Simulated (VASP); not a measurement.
# BaB2: relaxation of shape and atoms at fixed volume with PBE

The system is BaB2.

```
Ba B
1.0
     3.36219    0.00000    0.00000
    -1.68110    2.91174    0.00000
     0.00000    0.00000    5.13530
Ba B
1 2
Direct
  0.00000 0.00000 0.00000
  0.33333 0.66667 0.50000
  0.66667 0.33333 0.50000
```

```yaml
Program: VASP 6.6.1
Task: relaxation of shape and atoms at fixed volume
Functional: PBE
Potentials_or_basis: VASP PAW PBE potentials, release 64 (Ba_sv, B)
Cutoff: 600 eV
k_mesh: 12 × 12 × 8
Occupations: gaussian, width 0.05 eV
Spin: no spin polarisation
Dipole_correction: no
Further_INCAR_settings: ALGO = Normal; EDIFF = 1e-06; IBRION = 2; EDIFFG = -0.01; NSW = 60; ISIF = 4
```

```
Energy gained by relaxing : 0.0 meV/atom
Ionic steps               : 2
Pressure after relaxing   : -5.8 GPa
Band gap on the k mesh    : zero (bands 8 and 9 overlap by 1.96 eV)
```

Final structure:
```yaml
crystal:
  lattice:
    - [3.36332, 0.00000, 0.00000]
    - [-1.68166, 2.91272, 0.00000]
    - [0.00000, 0.00000, 5.13186]
  atoms:
    - { symbol: Ba, position: [0.00000, 0.00000, 0.00000] }
    - { symbol: B, position: [0.33333, 0.66667, 0.50000] }
    - { symbol: B, position: [0.66667, 0.33333, 0.50000] }
```

Levels at points of the mesh, in eV from the Fermi level:
```csv
k point,band 4,band 5,band 6,band 7,band 8,band 9,band 10,band 11,band 12
"(0.00, 0.00, 0.00)",-11.71,-9.47,-1.00,-0.02,0.57,0.57,3.74,3.74,5.61
"(0.50, 0.00, 0.00)",-12.52,-6.32,-5.64,-2.24,-0.90,-0.65,2.60,4.97,5.30
"(0.00, 0.00, 0.50)",-11.70,-8.09,-3.18,0.69,0.86,0.86,3.10,3.10,5.20
"(0.50, 0.00, 0.50)",-12.50,-7.04,-4.84,-1.34,-1.27,0.55,2.99,3.01,4.69
```

It took 36 s on 1 thread of Intel(R) Xeon(R) 6975P-C (Granite Rapids) (shared host), peak memory 0.23 GiB.

Caveat: spin-orbit coupling is left out, which moves the levels of the heavy elements.
